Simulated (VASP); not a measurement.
# Mg (P6_3/mmc) in VASP: settings compared

The runs below take Mg through single point, relaxation of cell and atoms, with PBEsol, PBEsol+D3(BJ), PBEsol+D4.

All numbers are computed with VASP 6.6.1; they aren't measurements. Logs are shortened: lines on timing, memory, paths and dates and some standing lists are left out, and cuts for length are marked.

**1. The cell of the first run**

Symmetry: P6_3/mmc, No. 194, hexagonal system. The conventional cell has a = 3.165 Å, b = 3.165 Å, c = 10.446 Å, α = 90.00°, β = 90.00°, γ = 120.00°. Within 4.2 Å of Mg (site symmetry -6m2) lie 12 Mg at 3.17 to 3.19 Å. Mg (site symmetry -3m) has 12 Mg at 3.17 to 3.19 Å within 4.2 Å.

**2. Single point, PBEsol**

INCAR

```
ALGO     = Fast           # electronic algorithm
EDIFF    = 1E-6           # SCF threshold, eV
ENCUT    = 520            # plane-wave cutoff, eV
GGA      = PS             # functional
ISIF     = 2              # what is computed and relaxed
ISMEAR   = -1             # smearing method
LASPH    = T              # aspherical terms in the spheres
LCHARG   = F              # write CHGCAR
LREAL    = F              # projectors in reciprocal space
LWAVE    = F              # write WAVECAR
NBANDS   = 12             # bands
NELM     = 80             # most SCF steps
PREC     = Accurate       # precision mode
SIGMA    = 0.05           # smearing width, eV
```

KPOINTS

```
k-points
0
Gamma
  10 10 3
```

POSCAR

```
Mg
1.0
    3.1652125909      0.0000000000      0.0000000000
   -1.5826062954      2.7411545121      0.0000000000
    0.0000000000      0.0000000000     10.4462306682
Mg
4
Direct
    0.6666666667      0.3333333333      0.7500000000
    0.0000000000      0.0000000000      0.5000000000
    0.3333333333      0.6666666667      0.2500000000
    0.0000000000      0.0000000000      0.0000000000
```

Potentials or basis: VASP PAW PBE potentials, release 64 (Mg).

The run is started by

```bash
> cat potpaw_PBE.64/Mg/POTCAR > POTCAR
> mpirun -np 1 vasp_std > vasp.out
```

OUTCAR:

```text
EDIFF = 1E-6
   ENCUT = 520
   GGA = PS
   ISIF = 2
   ISMEAR = -1
   LASPH = T
   LREAL = F
   NELM = 80
   PREC = Accurate

 ion  position               nearest neighbor table
   1  0.667  0.333  0.750-   2 3.19   4 3.19   2 3.19   4 3.19   2 3.19   4 3.19
   2  0.000  0.000  0.500-   1 3.19   3 3.19   3 3.19   1 3.19   1 3.19   3 3.19
   3  0.333  0.667  0.250-   2 3.19   4 3.19   2 3.19   4 3.19   2 3.19   4 3.19
   4  0.000  0.000  0.000-   1 3.19   3 3.19   3 3.19   1 3.19   1 3.19   3 3.19

  LATTYP: Found a hexagonal cell.
 ALAT       =     3.1652125909
 C/A-ratio  =     3.3003251340

  Lattice vectors:

 A1 = (   3.1652125909,   0.0000000000,   0.0000000000)
 A2 = (  -1.5826062954,   2.7411545121,   0.0000000000)
 A3 = (   0.0000000000,   0.0000000000,  10.4462306682)

Analysis of symmetry for initial positions (statically):
=====================================================================
 Subroutine PRICEL returns:
 Original cell was already a primitive cell.

 Routine SETGRP: Setting up the symmetry group for a
 hexagonal supercell.

 Subroutine GETGRP returns: Found 24 space group operations
 (whereof 12 operations were pure point group operations)
 out of a pool of 24 trial point group operations.

The static configuration has the point symmetry D_3d.
 The point group associated with its full space group is D_6h.

Analysis of symmetry for dynamics (positions and initial velocities):
=====================================================================
 Subroutine PRICEL returns:
 Original cell was already a primitive cell.

 Routine SETGRP: Setting up the symmetry group for a
 hexagonal supercell.

 Subroutine GETGRP returns: Found 24 space group operations
 (whereof 12 operations were pure point group operations)
 out of a pool of 24 trial point group operations.

The dynamic configuration has the point symmetry D_3d.
 The point group associated with its full space group is D_6h.

 Subroutine INISYM returns: Found 24 space group operations
 (whereof 12 operations are pure point group operations),
 and found     1 'primitive' translations

----------------------------------------------------------------------------------------

                                     Primitive cell

  volume of cell :      90.6350

  direct lattice vectors                    reciprocal lattice vectors
     3.165212591  0.000000000  0.000000000     0.315934545  0.182404895  0.000000000
    -1.582606295  2.741154512  0.000000000     0.000000000  0.364809789  0.000000000
     0.000000000  0.000000000 10.446230668     0.000000000  0.000000000  0.095728309

  length of vectors
[... 97 lines left out ...]
   NELECT =       8.0000    total number of electrons
   NUPDOWN=      -1.0000    fix difference up-down
   EMIN   =  10.00;   EMAX   =-10.00  energy-range for DOS
   EFERMI =   0.00;   METHOD = LEGACY
   ISMEAR =    -1;   SIGMA  =   0.05  broadening in eV -4-tet -1-fermi 0-gaus
   EFERMI_NEDOS =   21; number of points for ismear=-14 and -15
   IALGO  =     68    algorithm
   IMIX   =      4    mixing-type and parameters
     AMIX     =   0.40;   BMIX     =  1.00
     AMIX_MAG =   1.60;   BMIX_MAG =  1.00
  volume/ion in A,a.u.               =      22.66       152.91
  Fermi-wavevector in a.u.,A,eV,Ry     =   0.728908  1.377437  7.228872  0.531307
  Thomas-Fermi vector in A             =   1.820498
   LORBIT       =      0    0 simple, 1 ext, 2 COOP (PROOUT), +10 PAW based schemes
   GGA     = PS    functional components
   LHFCALC =     F    Hartree Fock is set to
   AEXX    =    0.0000 exact exchange contribution
   IVDW    =     0    specifies the selected vdW correction
   LEPSILON=     F    determine dielectric tensor
   LRPA    =     F    only Hartree local field effects (RPA)
 non-spin polarized calculation
 RMM-DIIS sequential band-by-band and
  energy-cutoff  :      520.00
  volume of cell :       90.64
 maximum number of plane-waves:      2460
 NGX is ok and might be reduce to    24
   NGX = 11   NGY = 11   NGZ = 39

 number of electron       8.0000000 magnetization

 Free energy of the ion-electron system (eV)
  ---------------------------------------------------
  ext. energy  EPLUGINS =         0.00000000
  ---------------------------------------------------
  free energy    TOTEN  =        -6.87847588 eV

  energy without entropy =       -6.86210029  energy(sigma->0) =       -6.87028808

 E-fermi :   2.7813     XC(G=0):  -8.5749

 val. band max:        2.7621105911   @ k =   0.4000   0.2000   0.0000
 cond. band min:       2.7838270879   @ k =   0.3000   0.3000   0.0000
 fundamental gap:      0.0217164968
 Fermi energy:         2.7812630803

 k-point     1 :       0.0000    0.0000    0.0000
  band No.  band energies     occupation
      1      -4.3260      2.00000
      2      -2.9532      2.00000
      3      -2.9521      2.00000
      4       0.8684      2.00000
      5       1.2715      2.00000
      6       7.4747      0.00000
      7       7.4819      0.00000
      8      13.8633      0.00000
      9      13.8634      0.00000
     10      13.9570      0.00000
     11      13.9571      0.00000
     12      14.6402      0.00000
[... 331 lines left out ...]
 k-point    24 :       0.4000    0.1000    0.3333
  band No.  band energies     occupation
      1      -0.0575      2.00000
      2       0.3765      2.00000
      3       1.7876      2.00000
      4       1.9303      2.00000
      5       2.5375      1.98484
      6       3.4199      0.00001
      7       4.1333      0.00000
      8       5.3031      0.00000
      9       6.6876      0.00000
     10       7.4978      0.00000
     11       8.1135      0.00000
     12       8.7712      0.00000

 [... further k-points ...]
[... 5 lines left out ...]
  --------------------------------------------------------------------------------------
  -------------------------------------------------------------------------------------
  Total       -0.0156563     -0.0156563     -0.0320696     -0.0000000      0.0000000      0.0000000
  in kB       -0.2767594     -0.2767594     -0.5669023     -0.0000000      0.0000000      0.0000000
  external PRESSURE =      -0.3734737 kB  Pullay stress =       0.0000000 kB

 VOLUME and BASIS-vectors are now :
 -----------------------------------------------------------------------------
  energy-cutoff  :      520.00
  volume of cell :       90.64
      direct lattice vectors                 reciprocal lattice vectors
     3.165212591  0.000000000  0.000000000     0.315934545  0.182404895  0.000000000
    -1.582606295  2.741154512  0.000000000     0.000000000  0.364809789  0.000000000
     0.000000000  0.000000000 10.446230668     0.000000000  0.000000000  0.095728309

 POSITION                                       TOTAL-FORCE (eV/Angst)
 -----------------------------------------------------------------------------------
      1.58261      0.91372      7.83467         0.000000     -0.000000     -0.000000
      0.00000      0.00000      5.22312         0.000000      0.000000      0.000000
     -0.00000      1.82744      2.61156        -0.000000      0.000000      0.000000
      0.00000      0.00000      0.00000         0.000000      0.000000      0.000000
 -----------------------------------------------------------------------------------
    total drift:                                0.000000     -0.000000      0.000000

  FREE ENERGIE OF THE ION-ELECTRON SYSTEM (eV)
  ---------------------------------------------------
  free  energy   TOTEN  =        -6.8784758782 eV

  energy  without entropy=       -6.8621002914  energy(sigma->0) =       -6.87028808
```

stdout:

```text
POSCAR found type information on POSCAR Mg
 POSCAR found :  1 types and       4 ions
 scaLAPACK will be used
 -----------------------------------------------------------------------------
|                                                                             |
|                                                                             |
|     You enforced a specific xc type in the INCAR file but a different       |
|     I HOPE YOU KNOW WHAT YOU ARE DOING!                                     |
|                                                                             |
 -----------------------------------------------------------------------------

 LDA part: xc-table for (Slater+PW92), standard interpolation
 POSCAR, INCAR and KPOINTS ok, starting setup
 FFT: planning ... GRIDC
 FFT: planning ... GRID_SOFT
 FFT: planning ... GRID
 WAVECAR not read
 entering main loop
```

Run time: 27 s. Hardware: 1 thread of Intel Xeon Platinum 8259CL at 2.50GHz (Skylake/Cascade Lake), shared host; peak memory 0.2 GiB.

What came out:

* Free energy: -6.8785 eV
* Pressure: 0.0 GPa
* Band gap on the k mesh: zero (band 4 reaches 3.25 eV, above the bottom of band 5 at 1.27 eV)

Caveat: the PAW data sets were made with another functional, which shifts forces and pressure a little.

**3. Relaxation of cell and atoms, PBEsol**

This run uses another cell than the first one, of 22.55 Å³/atom, 0.995 times its volume.

INCAR

```
PREC     = Accurate       # precision mode
ENCUT    = 600            # plane-wave cutoff, eV
EDIFF    = 1E-6           # SCF threshold, eV
ISMEAR   = -1             # smearing method
SIGMA    = 0.05           # smearing width, eV
LREAL    = False          # projectors in reciprocal space
LASPH    = True           # aspherical terms in the spheres
NELM     = 60             # most SCF steps
ALGO     = Normal         # electronic algorithm
ISIF     = 3              # what is computed and relaxed
LWAVE    = False          # write WAVECAR
LCHARG   = False          # write CHGCAR
GGA      = PS             # functional
IBRION   = 2              # ionic algorithm
NSW      = 60             # ionic steps
EDIFFG   = -0.01          # ionic threshold
```

KPOINTS

```
Automatic mesh
0
Gamma
  10 10 3
```

POSCAR

```
Mg
1.0
    3.1768261656      0.0000000000      0.0000000000
   -1.5884130828      2.7512121628      0.0000000000
    0.0000000000      0.0000000000     10.3188620100
Mg
4
Direct
    0.6666666667      0.3333333333      0.7500000000
    0.0000000000      0.0000000000      0.5000000000
    0.3333333333      0.6666666667      0.2500000000
    0.0000000000      0.0000000000      0.0000000000
```

Potentials or basis: VASP PAW PBE potentials, release 64 (Mg).

The run is started by

```bash
> cat potpaw_PBE.64/Mg/POTCAR > POTCAR
> mpirun -np 1 vasp_std > vasp.out
```

It took 79 s on 1 thread of Intel Xeon Platinum 8259CL at 2.50GHz (Skylake/Cascade Lake), shared host; peak memory 0.25 GiB.

Results (log left out):

```
Free energy                            : -6.8788 eV
Relaxed volume                         : 22.64 Å³/atom
Relaxed cell                           : a = 3.165 Å, b = 3.165 Å, c = 10.442 Å, α = 90.00°, β = 90.00°, γ = 120.00°
Space group after relaxing (to 0.05 Å) : P6_3/mmc (No. 194)
Energy gained by relaxing              : 0.8 meV/atom
Ionic steps                            : 5
Pressure after relaxing                : 0.0 GPa
Band gap on the k mesh                 : zero (band 4 reaches 3.25 eV, above the bottom of band 5 at 1.28 eV)
```

The path:
| step | energy change (eV) | largest force (eV/Å) | pressure (GPa) | volume (Å³) |
| --- | --- | --- | --- | --- |
| 1 | 0.0000 | 0.0000 | 0.13 | 90.19 |
| 2 | -0.0019 | 0.0000 | 0.04 | 90.42 |
| 3 | -0.0031 | 0.0000 | -0.09 | 90.75 |
| 4 | -0.0031 | 0.0000 | -0.09 | 90.77 |
| 5 | -0.0032 | 0.0000 | -0.01 | 90.56 |

Final structure:
```
CELL_PARAMETERS angstrom
3.16451 0.00000 0.00000
-1.58225 2.74054 0.00000
0.00000 0.00000 10.44238
ATOMIC_POSITIONS crystal
Mg 0.66667 0.33333 0.75000
Mg 0.00000 0.00000 0.50000
Mg 0.33333 0.66667 0.25000
Mg 0.00000 0.00000 0.00000
```

Levels at points of the mesh, in eV from the Fermi level:
```
           k point  band 1  band 2  band 3  band 4  band 5  band 6  band 7  band 8
(0.00, 0.00, 0.00)   -7.11   -5.74   -5.74   -1.91   -1.51    4.70    4.71   11.09
(0.50, 0.00, 0.00)   -2.24   -2.22   -1.20   -1.16   -0.61   -0.57    2.62    2.79
```

Caveat: the PAW data sets were made with another functional, which shifts forces and pressure a little.

**4. Relaxation of cell and atoms, PBEsol+D3(BJ)**

This run uses another cell than the first one, of 22.55 Å³/atom, 0.995 times its volume.

INCAR

```
PREC     = Accurate       # precision mode
ENCUT    = 600            # plane-wave cutoff, eV
EDIFF    = 1E-7           # SCF threshold, eV
ISMEAR   = -1             # smearing method
SIGMA    = 0.05           # smearing width, eV
LREAL    = False          # projectors in reciprocal space
LASPH    = True           # aspherical terms in the spheres
NELM     = 80             # most SCF steps
ALGO     = Fast           # electronic algorithm
ISIF     = 3              # what is computed and relaxed
LWAVE    = False          # write WAVECAR
LCHARG   = False          # write CHGCAR
GGA      = PS             # functional
IVDW     = 12             # dispersion correction
IBRION   = 2              # ionic algorithm
NSW      = 60             # ionic steps
EDIFFG   = -0.01          # ionic threshold
```

KPOINTS is that of step 3.

POSCAR is that of step 3.

The run is started by

```bash
> cat potpaw_PBE.64/Mg/POTCAR > POTCAR
> mpirun -np 1 vasp_std > vasp.out
```

It took 1.8 min on 1 thread of Intel Xeon Platinum 8259CL at 2.50GHz (Skylake/Cascade Lake), shared host; peak memory 0.26 GiB.

The run converged. Its results:

```
Free energy                            : -7.9698 eV
Relaxed volume                         : 21.45 Å³/atom
Relaxed cell                           : a = 3.109 Å, b = 3.109 Å, c = 10.248 Å, α = 90.00°, β = 90.00°, γ = 120.00°
Space group after relaxing (to 0.05 Å) : P6_3/mmc (No. 194)
Energy gained by relaxing              : 7.2 meV/atom
Ionic steps                            : 6
Pressure after relaxing                : 0.0 GPa
Band gap on the k mesh                 : zero (band 4 reaches 3.53 eV, above the bottom of band 5 at 1.58 eV)
Dispersion energy per atom             : -0.281 eV
```

Step by step:
```csv
step,energy change (eV),largest force (eV/Å),pressure (GPa),volume (Å³)
1,0.0000,0.0000,-1.85,90.19
2,-0.0264,0.0000,-0.46,86.82
3,-0.0281,0.0000,0.03,85.80
4,-0.0281,0.0000,0.07,85.71
5,-0.0286,0.0000,0.05,85.76
6,-0.0287,0.0000,0.04,85.80
```

Final structure:
```
Mg
1.0
     3.10927    0.00000    0.00000
    -1.55464    2.69271    0.00000
     0.00000    0.00000   10.24778
Mg
4
Direct
  0.66667 0.33333 0.75000
  0.00000 0.00000 0.50000
  0.33333 0.66667 0.25000
  0.00000 0.00000 0.00000
```

Levels at points of the mesh, in eV from the Fermi level:
```csv
k point,band 1,band 2,band 3,band 4,band 5,band 6,band 7,band 8
"(0.00, 0.00, 0.00)",-7.35,-5.92,-5.92,-2.00,-1.49,4.88,4.88,11.41
"(0.50, 0.00, 0.00)",-2.33,-2.28,-1.26,-1.20,-0.61,-0.55,2.69,2.82
```

Caveat: the PAW data sets were made with another functional, which shifts forces and pressure a little; pairwise dispersion overbinds metals, which lowers pressure and volume.

(Part 1 of 2 ends here.)
